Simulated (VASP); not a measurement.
# AgI (P6_3mc) in VASP: notebook

The runs below take AgI through single point, with HSE06, r2SCANh, HF.

Everything below comes from runs of VASP 6.6.1. Logs are shortened: lines on timing, memory, paths and dates and some standing lists are left out, and cuts for length are marked.

## 1. The cell of the first run

It takes space group P6_3mc (No. 186, hexagonal). The conventional cell has a = 4.651 Å, b = 4.651 Å, c = 7.598 Å, α = 90.00°, β = 90.00°, γ = 120.00°. Ag (site symmetry 3m) has 4 I at 2.85 Å within 3.8 Å. Within 3.8 Å of I (site symmetry 3m) lie 4 Ag at 2.85 Å.

## 2. Single point, HSE06

POSCAR

```
AgI
1.0
    4.6512919221      0.0000000000      0.0000000000
   -2.3256459611      4.0281369650      0.0000000000
    0.0000000000      0.0000000000      7.5978539869
Ag I
2 2
Direct
    0.3333333333      0.6666666667      0.0024013965
    0.6666666667      0.3333333333      0.5024013965
    0.3333333333      0.6666666667      0.3774986035
    0.6666666667      0.3333333333      0.8774986035
```

INCAR.step1

```
PREC     = Accurate       # precision mode
ENCUT    = 400            # plane-wave cutoff, eV
EDIFF    = 1E-5           # SCF threshold, eV
ISMEAR   = 0              # smearing method
SIGMA    = 0.01           # smearing width, eV
LREAL    = False          # projectors in reciprocal space
LASPH    = True           # aspherical terms in the spheres
NELM     = 120            # most SCF steps
ALGO     = Normal         # electronic algorithm
ISIF     = 2              # what is computed and relaxed
LWAVE    = True           # write WAVECAR
LCHARG   = False          # write CHGCAR
NBANDS   = 26             # bands
GGA      = PE             # functional
GGA_COMPAT= False        
KPAR     = 4
```

INCAR.step2

```
PREC     = Accurate       # precision mode
ENCUT    = 400            # plane-wave cutoff, eV
EDIFF    = 1E-6           # SCF threshold, eV
ISMEAR   = 0              # smearing method
SIGMA    = 0.01           # smearing width, eV
LREAL    = False          # projectors in reciprocal space
LASPH    = True           # aspherical terms in the spheres
NELM     = 120            # most SCF steps
ALGO     = Normal         # electronic algorithm
ISIF     = 2              # what is computed and relaxed
LWAVE    = False          # write WAVECAR
LCHARG   = False          # write CHGCAR
GGA      = PE             # functional
LHFCALC  = True           # exact exchange
HFSCREEN = 0.2079         # screening, 1/A
PRECFOCK = Normal       
NBANDS   = 26             # bands
ISTART   = 1            
GGA_COMPAT= False        
KPAR     = 4
```

KPOINTS

```
regular mesh
0
Gamma
  6 6 2
```

Potentials or basis: VASP PAW PBE potentials, release 64 (Ag, I).

Run with:

```
> cat potpaw_PBE.64/Ag/POTCAR potpaw_PBE.64/I/POTCAR > POTCAR
> cp INCAR.step1 INCAR
> mpirun -np 4 vasp_std > vasp.out
> cp INCAR.step2 INCAR
> mpirun -np 4 vasp_std > vasp.out
```

OUTCAR:

```text
PREC = Accurate
   ENCUT = 400
   EDIFF = 1E-6
   ISMEAR = 0
   LREAL = False
   LASPH = True
   NELM = 120
   ISIF = 2
   GGA = PE
   LHFCALC = True
   HFSCREEN = 0.2079
   PRECFOCK = Normal
   ISTART = 1

 ion  position               nearest neighbor table
   1  0.333  0.667  0.002-   4 2.85   4 2.85   4 2.85   3 2.85
   2  0.667  0.333  0.502-   3 2.85   3 2.85   3 2.85   4 2.85
   3  0.333  0.667  0.377-   2 2.85   2 2.85   2 2.85   1 2.85
   4  0.667  0.333  0.877-   1 2.85   1 2.85   1 2.85   2 2.85

  LATTYP: Found a hexagonal cell.
 ALAT       =     4.6512919221
 C/A-ratio  =     1.6334932561

  Lattice vectors:

 A1 = (   4.6512919221,   0.0000000000,   0.0000000000)
 A2 = (  -2.3256459611,   4.0281369650,   0.0000000000)
 A3 = (   0.0000000000,   0.0000000000,   7.5978539869)

Analysis of symmetry for initial positions (statically):
=====================================================================
 Subroutine PRICEL returns:
 Original cell was already a primitive cell.

 Routine SETGRP: Setting up the symmetry group for a
 hexagonal supercell.

 Subroutine GETGRP returns: Found 12 space group operations
 (whereof  6 operations were pure point group operations)
 out of a pool of 24 trial point group operations.

The static configuration has the point symmetry C_3v.
 The point group associated with its full space group is C_6v.

Analysis of symmetry for dynamics (positions and initial velocities):
=====================================================================
 Subroutine PRICEL returns:
 Original cell was already a primitive cell.

 Routine SETGRP: Setting up the symmetry group for a
 hexagonal supercell.

 Subroutine GETGRP returns: Found 12 space group operations
 (whereof  6 operations were pure point group operations)
 out of a pool of 24 trial point group operations.

The dynamic configuration has the point symmetry C_3v.
 The point group associated with its full space group is C_6v.

 Subroutine INISYM returns: Found 12 space group operations
 (whereof  6 operations are pure point group operations),
 and found     1 'primitive' translations

----------------------------------------------------------------------------------------

                                     Primitive cell

  volume of cell :     142.3537

  direct lattice vectors                    reciprocal lattice vectors
     4.651291922  0.000000000  0.000000000     0.214994031  0.124126862  0.000000000
    -2.325645961  4.028136965  0.000000000     0.000000000  0.248253723  0.000000000
     0.000000000  0.000000000  7.597853987     0.000000000  0.000000000  0.131616112

  length of vectors
     4.651291922  4.651291922  7.597853987     0.248253723  0.248253723  0.131616112

  position of ions in fractional coordinates (direct lattice)
     0.333333333  0.666666667  0.002401396
     0.666666667  0.333333333  0.502401396
     0.333333333  0.666666667  0.377498604
     0.666666667  0.333333333  0.877498604

  ion indices of the primitive-cell ions
   primitive index   ion index
                 1           1
                 2           2
                 3           3
                 4           4

----------------------------------------------------------------------------------------

 KPOINTS: regular mesh

Automatic generation of k-mesh.
 Grid dimensions read from file:
 generate k-points for:    6    6    2

 Generating k-lattice:

  Cartesian coordinates                     Fractional coordinates (reciprocal lattice)
     0.035832339  0.020687810  0.000000000     0.166666667  0.000000000  0.000000000
     0.000000000  0.041375621  0.000000000     0.000000000  0.166666667  0.000000000
     0.000000000  0.000000000  0.065808056     0.000000000  0.000000000  0.500000000

  Length of vectors
     0.041375621  0.041375621  0.065808056

  Shift w.r.t. Gamma in fractional coordinates (k-lattice)
     0.000000000  0.000000000  0.000000000

 Subroutine IBZKPT returns following result:
 ===========================================

 Found     14 irreducible k-points:

 Following reciprocal coordinates:
            Coordinates               Weight
  0.000000  0.000000  0.000000      1.000000
  0.166667  0.000000  0.000000      6.000000
  0.333333 -0.000000  0.000000      6.000000
  0.500000  0.000000  0.000000      3.000000
  0.166667  0.166667  0.000000      6.000000
  0.333333  0.166667  0.000000     12.000000
  0.333333  0.333333  0.000000      2.000000
  0.000000  0.000000  0.500000      1.000000
  0.166667  0.000000  0.500000      6.000000
  0.333333 -0.000000  0.500000      6.000000
  0.500000  0.000000  0.500000      3.000000
  0.166667  0.166667  0.500000      6.000000
  0.333333  0.166667  0.500000     12.000000
  0.333333  0.333333  0.500000      2.000000
   k-points           NKPTS =     14   k-points in BZ     NKDIM =     72   number of bands    NBANDS=     26
   number of dos      NEDOS =    301   number of ions     NIONS =      4
   total plane-waves  NPLWV =  45000
   dimension x,y,z NGX =    30 NGY =   30 NGZ =   50
   dimension x,y,z NGXF=    60 NGYF=   60 NGZF=  100
   ions per type =               2   2
   NGX,Y,Z   is equivalent  to a cutoff of  10.72, 10.72, 10.94 a.u.
   NGXF,Y,Z  is equivalent  to a cutoff of  21.45, 21.45, 21.88 a.u.
 SYSTEM =  unknown system
   PREC   = accura    normal or accurate (medium, high low for compatibility)
   ISTART =      1    job   : 0-new  1-cont  2-samecut
   ICHARG =      0    charge: 1-file 2-atom 10-const
   ISPIN  =      1    spin polarized calculation?
   LNONCOLLINEAR =      F non collinear calculations
   LSORBIT =      F    spin-orbit coupling
   LASPH  =      T    aspherical Exc in radial PAW
   ENCUT  =  400.0 eV  29.40 Ry    5.42 a.u.   7.59  7.59 12.39*2*pi/ulx,y,z
   NELM   =    120;   NELMIN=  2; NELMDL=  0     # of ELM steps
   EDIFF  = 0.1E-05   stopping-criterion for ELM
   LREAL  =      F    real-space projection
   EDIFFG = 0.1E-04   stopping-criterion for IOM
   NSW    =      0    number of steps for IOM
   IBRION =     -1    ionic relax: 0-MD 1-quasi-New 2-CG
   NFREE  =      0    steps in history (QN), initial steepest desc. (CG)
   ISIF   =      2    stress and relaxation
   ISYM   =      3    0-nonsym 1-usesym 2-fastsym
   POTIM  = 0.5000    time-step for ionic-motion
   TEBEG  =    0.0;   TEEND  =   0.0 temperature during run
   PSTRESS=    0.0 pullay stress
   NELECT =      36.0000    total number of electrons
   NUPDOWN=      -1.0000    fix difference up-down
   EMIN   =  10.00;   EMAX   =-10.00  energy-range for DOS
   EFERMI =   0.00;   METHOD = LEGACY
   ISMEAR =     0;   SIGMA  =   0.01  broadening in eV -4-tet -1-fermi 0-gaus
   EFERMI_NEDOS =   21; number of points for ismear=-14 and -15
   IALGO  =     38    algorithm
   IMIX   =      1    mixing-type and parameters
     AMIX     =   0.40;   BMIX     =  1.00
     AMIX_MAG =   1.60;   BMIX_MAG =  1.00
  volume/ion in A,a.u.               =      35.59       240.16
  Fermi-wavevector in a.u.,A,eV,Ry     =   1.035268  1.956373 14.582447  1.071780
  Thomas-Fermi vector in A             =   2.169603
   LORBIT       =      0    0 simple, 1 ext, 2 COOP (PROOUT), +10 PAW based schemes
   GGA     = PE    functional components
   LHFCALC =     T    Hartree Fock is set to
   PRECFOCK=normal    Normal, Fast or Accurate (Low or Medium for compatibility)
   ENCUT4O =  -1.0   cutoff for four orbital integrals eV
   NKREDX  =     1    reduce k-point grid by
   NKREDY  =     1    reduce k-point grid by
   NKREDZ  =     1    reduce k-point grid by
   AEXX    =    0.2500 exact exchange contribution
   HFSCREEN=    0.2079 screening length (either q_TF or 0.3 A-1)
   HFSCREENC=   0.2079 screening length for correlation (either q_TF or 0.3 A-1)
   ENCUTFOCK=  -1.0 apply spherical cutoff to Coloumb kernel
   IVDW    =     0    specifies the selected vdW correction
   LEPSILON=     F    determine dielectric tensor
   LRPA    =     F    only Hartree local field effects (RPA)
 non-spin polarized calculation
 Gauss-broadening in eV      SIGMA  =   0.01
  energy-cutoff  :      400.00
  volume of cell :      142.35
 maximum number of plane-waves:      2610
  NGX = 24; NGY = 24; NGZ = 40

 number of electron      35.9999985 magnetization

 Free energy of the ion-electron system (eV)
  ---------------------------------------------------
  ext. energy  EPLUGINS =         0.00000000
  ---------------------------------------------------
  free energy    TOTEN  =       -11.46836537 eV

  energy without entropy =      -11.46836537  energy(sigma->0) =      -11.46836537

 E-fermi :   2.0351     XC(G=0):  -6.8765

 val. band max:        1.9605428518   @ k =   0.0000   0.0000   0.0000
 cond. band min:       4.4670972491   @ k =   0.0000   0.0000   0.0000
 fundamental gap:      2.5065543973
 Fermi energy:         2.0350663674

 k-point     1 :       0.0000    0.0000    0.0000
  band No.  band energies     occupation
      1     -11.5205      2.00000
      2     -11.2250      2.00000
      3      -2.6034      2.00000
      4      -2.6021      2.00000
      5      -2.6021      2.00000
      6      -2.4549      2.00000
[... 18 lines left out ...]
     25       9.8626      0.00000
     26      10.4205      0.00000

 k-point     2 :       0.1667    0.0000    0.0000
  band No.  band energies     occupation
      1     -11.4571      2.00000
      2     -11.1944      2.00000
      3      -2.6060      2.00000
      4      -2.5570      2.00000
      5      -2.5561      2.00000
      6      -2.4273      2.00000
[... 18 lines left out ...]
     25       9.9910      0.00000
     26      10.4023      0.00000

 k-point     3 :       0.3333   -0.0000    0.0000
  band No.  band energies     occupation
      1     -11.3159      2.00000
      2     -11.1420      2.00000
      3      -2.5914      2.00000
      4      -2.4704      2.00000
      5      -2.4594      2.00000
      6      -2.2748      2.00000
[... 282 lines left out ...]
 k-point    13 :       0.3333    0.1667    0.5000
  band No.  band energies     occupation
      1     -11.1778      2.00000
      2     -11.1778      2.00000
      3      -2.5024      2.00000
      4      -2.5024      2.00000
      5      -2.3134      2.00000
      6      -2.3134      2.00000
[... 18 lines left out ...]
     25      10.6679      0.00000
     26      10.6679      0.00000

 k-point    14 :       0.3333    0.3333    0.5000
  band No.  band energies     occupation
      1     -11.1524      2.00000
      2     -11.1524      2.00000
      3      -2.4012      2.00000
      4      -2.4012      2.00000
      5      -2.3619      2.00000
      6      -2.3619      2.00000
[... 18 lines left out ...]
     25      11.2871      0.00000
     26      11.2871      0.00000

------------------------ aborting loop because EDIFF is reached ----------------------------------------

  FORCE on cell =-STRESS in cart. coord.  units (eV):
  Direction    XX          YY          ZZ          XY          YZ          ZX
  --------------------------------------------------------------------------------------
  -------------------------------------------------------------------------------------
  Total        0.2575242      0.2575242      0.2572318     -0.0000000      0.0000000     -0.0000000
  in kB        2.8984103      2.8984103      2.8951195     -0.0000000      0.0000000     -0.0000000
  external PRESSURE =       2.8973134 kB  Pullay stress =       0.0000000 kB

 VOLUME and BASIS-vectors are now :
 -----------------------------------------------------------------------------
  energy-cutoff  :      400.00
  volume of cell :      142.35
      direct lattice vectors                 reciprocal lattice vectors
     4.651291922  0.000000000  0.000000000     0.214994031  0.124126862  0.000000000
    -2.325645961  4.028136965  0.000000000     0.000000000  0.248253723  0.000000000
     0.000000000  0.000000000  7.597853987     0.000000000  0.000000000  0.131616112

 POSITION                                       TOTAL-FORCE (eV/Angst)
 -----------------------------------------------------------------------------------
     -0.00000      2.68542      0.01825         0.000000     -0.000000     -0.000567
      2.32565      1.34271      3.81717        -0.000000     -0.000000     -0.000567
     -0.00000      2.68542      2.86818        -0.000000      0.000000      0.000567
      2.32565      1.34271      6.66711         0.000000     -0.000000      0.000567
 -----------------------------------------------------------------------------------
    total drift:                               -0.000000      0.000001      0.000975

  FREE ENERGIE OF THE ION-ELECTRON SYSTEM (eV)
  ---------------------------------------------------
  free  energy   TOTEN  =       -11.4683653673 eV

  energy  without entropy=      -11.4683653673  energy(sigma->0) =      -11.46836537
```

Wall time 20 min (4 MPI ranks of Intel Xeon Platinum 8488C (Sapphire Rapids), shared host); peak memory 0.35 GiB.

What came out:

| Property | Result |
| --- | --- |
| Free energy | -11.4684 eV |
| Pressure | 0.3 GPa |
| Band gap on the k mesh | 2.51 eV, direct |

Caveat: the PAW data sets were made with another functional, which shifts forces and pressure a little; spin-orbit coupling is left out, which moves the levels of the heavy elements.

## 3. Single point, r2SCANh

POSCAR is that of step 2.

INCAR.step1

```
PREC = Accurate
ENCUT = 440
EDIFF = 1E-5
ISMEAR = 0
SIGMA = 0.01
LREAL = F
LASPH = T
NELM = 120
ALGO = Normal
ISIF = 2
LWAVE = T
LCHARG = F
NBANDS = 26
GGA = PE
GGA_COMPAT = F
KPAR = 4
```

INCAR.step2

```
PREC = Accurate
ENCUT = 440
EDIFF = 1E-6
ISMEAR = 0
SIGMA = 0.01
LREAL = F
LASPH = T
NELM = 120
ALGO = Normal
ISIF = 2
LWAVE = F
LCHARG = F
METAGGA = R2SCAN
LHFCALC = T
AEXX = 0.1
LMIXTAU = T
PRECFOCK = Normal
NBANDS = 26
ISTART = 1
GGA_COMPAT = F
KPAR = 4
```

KPOINTS is that of step 2.

Potentials or basis: VASP PAW PBE potentials, release 64 (Ag, I).

Run with:

```
> cat potpaw_PBE.64/Ag/POTCAR potpaw_PBE.64/I/POTCAR > POTCAR
> cp INCAR.step1 INCAR
> mpirun -np 4 vasp_std > vasp.out
> cp INCAR.step2 INCAR
> mpirun -np 4 vasp_std > vasp.out
```

Run time: 20 min. Hardware: 4 MPI ranks of Intel Xeon Platinum 8259CL at 2.50GHz (Skylake/Cascade Lake), shared host; peak memory 0.3 GiB.

The run converged. Its results:

```
Free energy            : -86.0385 eV
Pressure               : -0.1 GPa
Band gap on the k mesh : 2.47 eV, direct
```

Levels at points of the mesh, in eV from the valence-band top:
```
           k point  band 15  band 16  band 17  band 18  band 19  band 20  band 21  band 22
(0.00, 0.00, 0.00)    -0.70    -0.07     0.00     0.00     2.47     3.78     6.98     6.98
(0.50, 0.00, 0.00)    -2.20    -1.77    -1.02    -0.70     4.46     4.66     5.78     6.99
(0.00, 0.00, 0.50)    -0.36    -0.36    -0.36    -0.36     3.77     3.77     6.71     6.71
(0.50, 0.00, 0.50)    -1.23    -1.23    -1.21    -1.21     4.35     4.35     5.96     5.96
```

Caveat: the PAW data sets were made with another functional, which shifts forces and pressure a little; spin-orbit coupling is left out, which moves the levels of the heavy elements.

## 4. Single point, HF

POSCAR is that of step 3.

INCAR.step1

```
SYSTEM = AgI
PREC = Accurate
ENCUT = 400
EDIFF = 1E-5
ISMEAR = 0
SIGMA = 0.01
LREAL = .FALSE.
LASPH = .TRUE.
NELM = 120
ALGO = Normal
ISIF = 2
LWAVE = .TRUE.
LCHARG = .FALSE.
GGA = PE
NBANDS = 26
GGA_COMPAT = .FALSE.
KPAR = 4
```

INCAR.step2

```
SYSTEM = AgI
PREC = Accurate
ENCUT = 400
EDIFF = 1E-6
ISMEAR = 0
SIGMA = 0.01
LREAL = .FALSE.
LASPH = .TRUE.
NELM = 120
ALGO = Normal
ISIF = 2
LWAVE = .FALSE.
LCHARG = .FALSE.
GGA = PE
LHFCALC = .TRUE.
AEXX = 1.0
ALDAC = 0.0
AGGAC = 0.0
PRECFOCK = Normal
ISTART = 1
NBANDS = 26
GGA_COMPAT = .FALSE.
KPAR = 4
```

KPOINTS

```
Automatic mesh
0
G
  6 6 2
  0 0 0
```

Run with:

```
> cat potpaw_PBE.64/Ag/POTCAR potpaw_PBE.64/I/POTCAR > POTCAR
> cp INCAR.step1 INCAR
> mpirun -np 4 vasp_std > vasp.out
> cp INCAR.step2 INCAR
> mpirun -np 4 vasp_std > vasp.out
```

It took 22 min on 4 MPI ranks of Intel Xeon 6975P-C (Granite Rapids), shared host; peak memory 0.25 GiB.

The run converged. Its results:

| Quantity | Value |
| --- | --- |
| Free energy | -19.7137 eV |
| Pressure | 5.4 GPa |
| Largest force | 0.010 eV/Å |
| Band gap on the k mesh | 8.88 eV, direct |

Forces on the atoms (eV/Å):
```
Ag   0.000  0.000  0.010
Ag   0.000  0.000  0.010
I    0.000  0.000 -0.010
I    0.000  0.000 -0.010
```

Levels at points of the mesh, in eV from the valence-band top:
```
           k point  band 16  band 17  band 18  band 19  band 20  band 21
(0.00, 0.00, 0.00)    -0.09     0.00     0.00     8.88    10.36    13.56
(0.50, 0.00, 0.00)    -2.05    -1.25    -0.83    11.02    11.12    11.82
(0.00, 0.00, 0.50)    -0.42    -0.42    -0.42    10.29    10.29    13.23
(0.50, 0.00, 0.50)    -1.45    -1.44    -1.44    10.69    10.69    12.46
```

Caveat: the PAW data sets were made with another functional, which shifts forces and pressure a little; spin-orbit coupling is left out, which moves the levels of the heavy elements.

## 5. Summary

| level | cutoff (eV) | screening parameter | gap on the mesh (eV) | pressure (GPa) |
| --- | --- | --- | --- | --- |
| HSE06 | 400 | 0.2079 1/Å | 2.51 | 0.3 |
| r2SCANh | 440 | - | 2.47 | -0.1 |
| HF | 400 | - | 8.88 | 5.4 |

Alike in all rows: task single point; potentials or basis VASP PAW PBE potentials, release 64 (Ag, I); no spin polarisation; cell as given; k mesh 6 × 6 × 2; smearing gaussian 0.01 eV.

On the cell as given the gap runs from 2.47 eV (r2SCANh) to 8.88 eV (HF). The pressure there spans -0.1 GPa (r2SCANh) to 5.4 GPa (HF); a positive pressure means that this level wants a larger cell, a negative one a smaller.

Caveats: the PAW data sets were made with another functional, which shifts forces and pressure a little; spin-orbit coupling is left out, which moves the levels of the heavy elements.

Total energies depend on the potentials used, so only differences within one code and one set of settings carry meaning.
